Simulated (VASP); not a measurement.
## GaP: single point with PBEsol

The system is GaP, a wire with vacuum.

```
Ga P
1.0
     9.00000    0.00000    0.00000
     0.00000    9.30000    0.00000
     0.00000    0.00000    4.23885
Ga P
1 1
Direct
  0.50000 0.50000 0.00000
  0.50000 0.50000 0.46500
```

```json
{
 "Program": "VASP 6.6.1",
 "Task": "single point",
 "Functional": "PBEsol",
 "Potentials or basis": "VASP PAW PBE potentials, release 64 (Ga_d, P)",
 "Cutoff": "520 eV",
 "k mesh": "1 × 1 × 15",
 "Occupations": "gaussian, width 0.05 eV",
 "Spin": "collinear spin",
 "Starting moments": "[0.5, 0.5] μB",
 "Dipole correction": "no",
 "Further INCAR settings": "ALGO = Normal; EDIFF = 1e-07; NBANDS = 20"
}
```

```yaml
Largest_force: 3.959 eV/Å
Net_moment: 0.40 μB per cell
Site_moments: Ga +0.06; P +0.15 μB
Valence_electrons_inside_the_program's_atomic_spheres: Ga 11.74; P 2.54
```

Forces in eV/Å, atoms in the order of the input:
```
Ga   0.000  0.000 -3.959
P    0.000  0.000  3.959
```

Levels at points of the mesh, in eV from the Fermi level:
Spin up:
```tsv
k point	band 5	band 6	band 7	band 8	band 9	band 10	band 11	band 12	band 13	band 14
(0.00, 0.00, 0.00)	-14.92	-10.15	-3.36	-1.43	-1.43	-0.45	4.38	5.59	5.62	5.67
```
Spin down:
| k point | band 5 | band 6 | band 7 | band 8 | band 9 | band 10 | band 11 | band 12 | band 13 | band 14 |
| --- | --- | --- | --- | --- | --- | --- | --- | --- | --- | --- |
| (0.00, 0.00, 0.00) | -14.89 | -9.96 | -3.25 | -1.20 | -1.20 | -0.24 | 4.41 | 5.72 | 5.75 | 5.79 |

Wall time 2.8 min on 1 thread of Intel(R) Xeon(R) Platinum 8259CL CPU @ 2.50GHz (Skylake/Cascade Lake) (shared host), peak memory 0.55 GiB.

Caveat: a moment this small can come from the mesh or the smearing; the PAW data sets were made with another functional, which shifts forces and pressure a little.
